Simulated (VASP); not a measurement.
# Cr2O3 (Pn-3m) in VASP: single point with PBE

Aim: the single point of Cr2O3 with PBE.

All numbers are computed with VASP 6.6.1; they aren't measurements. Logs are shortened: lines on timing, memory, paths and dates and some standing lists are left out, and cuts for length are marked.

### Step 1. The cell of the first run

Symmetry: Pn-3m, No. 224, cubic system. Conventional cell: a = 4.526 Å, b = 4.526 Å, c = 4.526 Å, α = 90.00°, β = 90.00°, γ = 90.00°. Within 2.6 Å of Cr (site symmetry -3m) lie 6 O at 1.96 Å. Within 2.6 Å of O (site symmetry -42m) lie 4 Cr at 1.96 Å and 4 O at 2.26 Å.

### Step 2. Single point, PBE

INCAR

```
SYSTEM = Cr2O3
ALGO = Normal ; EDIFF = 1E-6
ENCUT = 600 ; GGA = PE
GGA_COMPAT = .FALSE. ; ISIF = 2
ISMEAR = -1 ; KPAR = 4
LASPH = .TRUE. ; LCHARG = .FALSE.
LREAL = .FALSE. ; LWAVE = .FALSE.
NBANDS = 53 ; NELM = 120
PREC = Accurate ; SIGMA = 0.06122561905347299
```

KPOINTS

```
k-points
0
G
  24 24 24
  0 0 0
```

POSCAR

```
Cr2O3
1.0
    4.5255430676      0.0000000000      0.0000000000
    0.0000000000      4.5255430676      0.0000000000
    0.0000000000      0.0000000000      4.5255430676
Cr O
4 6
Direct
    0.2500000000      0.2500000000      0.2500000000
    0.7500000000      0.7500000000      0.2500000000
    0.7500000000      0.2500000000      0.7500000000
    0.2500000000      0.7500000000      0.7500000000
    0.5000000000      0.0000000000      0.0000000000
    0.0000000000      0.5000000000      0.0000000000
    0.0000000000      0.0000000000      0.5000000000
    0.5000000000      0.5000000000      0.0000000000
    0.5000000000      0.0000000000      0.5000000000
    0.0000000000      0.5000000000      0.5000000000
```

Potentials or basis: VASP PAW PBE potentials, release 64 (Cr_pv, O).

The run is started by

```bash
$ cat potpaw_PBE.64/Cr_pv/POTCAR potpaw_PBE.64/O/POTCAR > POTCAR
$ mpirun -np 4 vasp_std > vasp.out
```

OUTCAR:

```text
SYSTEM = Cr2O3
   EDIFF = 1E-6
   ENCUT = 600
   GGA = PE
   ISIF = 2
   ISMEAR = -1
   LASPH = .TRUE.
   LREAL = .FALSE.
   NELM = 120
   PREC = Accurate

 ion  position               nearest neighbor table
   1  0.250  0.250  0.250-   5 1.96   6 1.96   7 1.96   8 1.96   9 1.96  10 1.96
   2  0.750  0.750  0.250-   5 1.96   6 1.96   7 1.96   8 1.96   9 1.96  10 1.96
   3  0.750  0.250  0.750-   5 1.96   6 1.96   7 1.96   8 1.96   9 1.96  10 1.96
   4  0.250  0.750  0.750-   5 1.96   6 1.96   7 1.96   8 1.96   9 1.96  10 1.96
   5  0.500  0.000  0.000-   1 1.96   2 1.96   3 1.96   4 1.96
   6  0.000  0.500  0.000-   1 1.96   2 1.96   3 1.96   4 1.96
   7  0.000  0.000  0.500-   1 1.96   2 1.96   3 1.96   4 1.96
   8  0.500  0.500  0.000-   1 1.96   2 1.96   3 1.96   4 1.96
   9  0.500  0.000  0.500-   1 1.96   2 1.96   3 1.96   4 1.96
  10  0.000  0.500  0.500-   1 1.96   2 1.96   3 1.96   4 1.96

  LATTYP: Found a simple cubic cell.
 ALAT       =     4.5255430676

  Lattice vectors:

 A1 = (   4.5255430676,   0.0000000000,   0.0000000000)
 A2 = (   0.0000000000,   4.5255430676,   0.0000000000)
 A3 = (   0.0000000000,   0.0000000000,   4.5255430676)

Analysis of symmetry for initial positions (statically):
=====================================================================
 Subroutine PRICEL returns:
 Original cell was already a primitive cell.

 Routine SETGRP: Setting up the symmetry group for a
 simple cubic supercell.

 Subroutine GETGRP returns: Found 48 space group operations
 (whereof 24 operations were pure point group operations)
 out of a pool of 48 trial point group operations.

The static configuration has the point symmetry T_d .
 The point group associated with its full space group is O_h .

Analysis of symmetry for dynamics (positions and initial velocities):
=====================================================================
 Subroutine PRICEL returns:
 Original cell was already a primitive cell.

 Routine SETGRP: Setting up the symmetry group for a
 simple cubic supercell.

 Subroutine GETGRP returns: Found 48 space group operations
 (whereof 24 operations were pure point group operations)
 out of a pool of 48 trial point group operations.

The dynamic configuration has the point symmetry T_d .
 The point group associated with its full space group is O_h .

 Subroutine INISYM returns: Found 48 space group operations
 (whereof 24 operations are pure point group operations),
 and found     1 'primitive' translations

----------------------------------------------------------------------------------------

                                     Primitive cell

  volume of cell :      92.6856

  direct lattice vectors                    reciprocal lattice vectors
     4.525543068  0.000000000  0.000000000     0.220967956  0.000000000  0.000000000
     0.000000000  4.525543068  0.000000000     0.000000000  0.220967956  0.000000000
     0.000000000  0.000000000  4.525543068     0.000000000  0.000000000  0.220967956

  length of vectors
     4.525543068  4.525543068  4.525543068     0.220967956  0.220967956  0.220967956

  position of ions in fractional coordinates (direct lattice)
     0.250000000  0.250000000  0.250000000
     0.750000000  0.750000000  0.250000000
     0.750000000  0.250000000  0.750000000
     0.250000000  0.750000000  0.750000000
     0.500000000  0.000000000  0.000000000
     0.000000000  0.500000000  0.000000000
     0.000000000  0.000000000  0.500000000
     0.500000000  0.500000000  0.000000000
     0.500000000  0.000000000  0.500000000
     0.000000000  0.500000000  0.500000000

  ion indices of the primitive-cell ions
   primitive index   ion index
                 1           1
                 2           2
                 3           3
                 4           4
                 5           5
                 6           6
                 7           7
                 8           8
                 9           9
                10          10

----------------------------------------------------------------------------------------

 KPOINTS: k-points

Automatic generation of k-mesh.
 Grid dimensions read from file:
 generate k-points for:   24   24   24

 Generating k-lattice:

  Cartesian coordinates                     Fractional coordinates (reciprocal lattice)
     0.009206998  0.000000000  0.000000000     0.041666667  0.000000000  0.000000000
     0.000000000  0.009206998  0.000000000     0.000000000  0.041666667  0.000000000
     0.000000000  0.000000000  0.009206998     0.000000000  0.000000000  0.041666667

  Length of vectors
     0.009206998  0.009206998  0.009206998

  Shift w.r.t. Gamma in fractional coordinates (k-lattice)
     0.000000000  0.000000000  0.000000000

 Subroutine IBZKPT returns following result:
 ===========================================

 Found    455 irreducible k-points:

 Following reciprocal coordinates:
            Coordinates               Weight
  0.000000  0.000000  0.000000      1.000000
  0.041667  0.000000  0.000000      6.000000
  0.083333  0.000000  0.000000      6.000000
  0.125000  0.000000  0.000000      6.000000
  0.166667  0.000000  0.000000      6.000000
  0.208333  0.000000  0.000000      6.000000
[... 16 lines left out ...]
  0.416667  0.041667  0.000000     24.000000
  0.458333  0.041667  0.000000     24.000000
 [... further k-points ...]
   k-points           NKPTS =    455   k-points in BZ     NKDIM =    455   number of bands    NBANDS=     53
   number of dos      NEDOS =    301   number of ions     NIONS =     10
   total plane-waves  NPLWV =  46656
   dimension x,y,z NGX =    36 NGY =   36 NGZ =   36
   dimension x,y,z NGXF=    72 NGYF=   72 NGZF=   72
   ions per type =               4   6
   NGX,Y,Z   is equivalent  to a cutoff of  13.22, 13.22, 13.22 a.u.
   NGXF,Y,Z  is equivalent  to a cutoff of  26.45, 26.45, 26.45 a.u.
 SYSTEM =  Cr2O3
   PREC   = accura    normal or accurate (medium, high low for compatibility)
   ISTART =      0    job   : 0-new  1-cont  2-samecut
   ICHARG =      2    charge: 1-file 2-atom 10-const
   ISPIN  =      1    spin polarized calculation?
   LNONCOLLINEAR =      F non collinear calculations
   LSORBIT =      F    spin-orbit coupling
   LASPH  =      T    aspherical Exc in radial PAW
   ENCUT  =  600.0 eV  44.10 Ry    6.64 a.u.   9.04  9.04  9.04*2*pi/ulx,y,z
   NELM   =    120;   NELMIN=  2; NELMDL= -5     # of ELM steps
   EDIFF  = 0.1E-05   stopping-criterion for ELM
   LREAL  =      F    real-space projection
   EDIFFG = 0.1E-04   stopping-criterion for IOM
   NSW    =      0    number of steps for IOM
   IBRION =     -1    ionic relax: 0-MD 1-quasi-New 2-CG
   NFREE  =      0    steps in history (QN), initial steepest desc. (CG)
   ISIF   =      2    stress and relaxation
   ISYM   =      2    0-nonsym 1-usesym 2-fastsym
   POTIM  = 0.5000    time-step for ionic-motion
   TEBEG  =    0.0;   TEEND  =   0.0 temperature during run
   PSTRESS=    0.0 pullay stress
   NELECT =      84.0000    total number of electrons
   NUPDOWN=      -1.0000    fix difference up-down
   EMIN   =  10.00;   EMAX   =-10.00  energy-range for DOS
   EFERMI =   0.00;   METHOD = LEGACY
   ISMEAR =    -1;   SIGMA  =   0.06  broadening in eV -4-tet -1-fermi 0-gaus
   EFERMI_NEDOS =   21; number of points for ismear=-14 and -15
   IALGO  =     38    algorithm
   IMIX   =      4    mixing-type and parameters
     AMIX     =   0.40;   BMIX     =  1.00
     AMIX_MAG =   1.60;   BMIX_MAG =  1.00
  volume/ion in A,a.u.               =       9.27        62.55
  Fermi-wavevector in a.u.,A,eV,Ry     =   1.584275  2.993846 34.149632  2.509927
  Thomas-Fermi vector in A             =   2.683918
   LORBIT       =      0    0 simple, 1 ext, 2 COOP (PROOUT), +10 PAW based schemes
   GGA     = PE    functional components
   LHFCALC =     F    Hartree Fock is set to
   AEXX    =    0.0000 exact exchange contribution
   IVDW    =     0    specifies the selected vdW correction
   LEPSILON=     F    determine dielectric tensor
   LRPA    =     F    only Hartree local field effects (RPA)
 non-spin polarized calculation
  energy-cutoff  :      600.00
  volume of cell :       92.69
 maximum number of plane-waves:      3136
   NGX = 19   NGY = 19   NGZ = 19

 number of electron      83.9999986 magnetization

 Free energy of the ion-electron system (eV)
  ---------------------------------------------------
  ext. energy  EPLUGINS =         0.00000000
  ---------------------------------------------------
  free energy    TOTEN  =       -78.99755962 eV

  energy without entropy =      -78.68328536  energy(sigma->0) =      -78.84042249

 E-fermi :   8.0331     XC(G=0): -12.4440

 val. band max:        8.0328633163   @ k =   0.2917   0.2500   0.0833
 cond. band min:       8.0331705810   @ k =   0.3333   0.3333   0.1250
 fundamental gap:      0.0003072647
 Fermi energy:         8.0330876265

 k-point     1 :       0.0000    0.0000    0.0000
  band No.  band energies     occupation
      1     -35.8470      2.00000
      2     -35.8470      2.00000
      3     -35.7433      2.00000
      4     -35.7433      2.00000
      5     -35.7433      2.00000
      6     -35.7106      2.00000
[... 45 lines left out ...]
     52      10.9782      0.00000
     53      10.9782      0.00000

 k-point     2 :       0.0417    0.0000    0.0000
  band No.  band energies     occupation
      1     -35.8465      2.00000
      2     -35.8464      2.00000
      3     -35.7437      2.00000
      4     -35.7432      2.00000
      5     -35.7432      2.00000
      6     -35.7112      2.00000
[... 45 lines left out ...]
     52      10.9723      0.00000
     53      10.9780      0.00000
[... 1174 lines left out ...]
     52      10.9761      0.00000
     53      11.0296      0.00000

 k-point    24 :       0.4583    0.0417    0.0000
  band No.  band energies     occupation
      1     -35.8018      2.00000
      2     -35.7884      2.00000
      3     -35.7882      2.00000
      4     -35.7706      2.00000
      5     -35.7353      2.00000
      6     -35.7353      2.00000
[... 45 lines left out ...]
     52      10.9228      0.00000
     53      10.9944      0.00000

 [... further k-points ...]
[... 5 lines left out ...]
  --------------------------------------------------------------------------------------
  -------------------------------------------------------------------------------------
  Total        6.3325717      6.3325717      6.3325717     -0.0000000      0.0000000     -0.0000000
  in kB      109.4658350    109.4658350    109.4658350     -0.0000000      0.0000000     -0.0000000
  external PRESSURE =     109.4658350 kB  Pullay stress =       0.0000000 kB

 VOLUME and BASIS-vectors are now :
 -----------------------------------------------------------------------------
  energy-cutoff  :      600.00
  volume of cell :       92.69
      direct lattice vectors                 reciprocal lattice vectors
     4.525543068  0.000000000  0.000000000     0.220967956  0.000000000  0.000000000
     0.000000000  4.525543068  0.000000000     0.000000000  0.220967956  0.000000000
     0.000000000  0.000000000  4.525543068     0.000000000  0.000000000  0.220967956

 POSITION                                       TOTAL-FORCE (eV/Angst)
 -----------------------------------------------------------------------------------
      1.13139      1.13139      1.13139        -0.000000     -0.000000     -0.000000
      3.39416      3.39416      1.13139         0.000000     -0.000000      0.000000
      3.39416      1.13139      3.39416         0.000000      0.000000     -0.000000
      1.13139      3.39416      3.39416         0.000000     -0.000000      0.000000
      2.26277      0.00000      0.00000        -0.000000      0.000000     -0.000000
      0.00000      2.26277      0.00000         0.000000      0.000000     -0.000000
      0.00000      0.00000      2.26277        -0.000000      0.000000     -0.000000
      2.26277      2.26277      0.00000         0.000000      0.000000     -0.000000
      2.26277      0.00000      2.26277        -0.000000      0.000000      0.000000
      0.00000      2.26277      2.26277         0.000000      0.000000      0.000000
 -----------------------------------------------------------------------------------
    total drift:                               -0.000000      0.000000     -0.000000

  FREE ENERGIE OF THE ION-ELECTRON SYSTEM (eV)
  ---------------------------------------------------
  free  energy   TOTEN  =       -78.9975596176 eV

  energy  without entropy=      -78.6832853643  energy(sigma->0) =      -78.84042249
```

It took 4.6 min on 4 MPI ranks of Intel Xeon 6975P-C (Granite Rapids), shared host; peak memory 1.7 GiB.

What came out:

* Free energy: -78.9976 eV
* Pressure: 10.9 GPa
* Band gap on the k mesh: zero (band 42 reaches 8.08 eV, above the bottom of band 43 at 7.88 eV)

Caveat: the run has no spin polarisation, though such a crystal can be magnetic; semilocal functionals often make such compounds metallic where correlation or magnetic order opens a gap, which also shifts bond lengths.
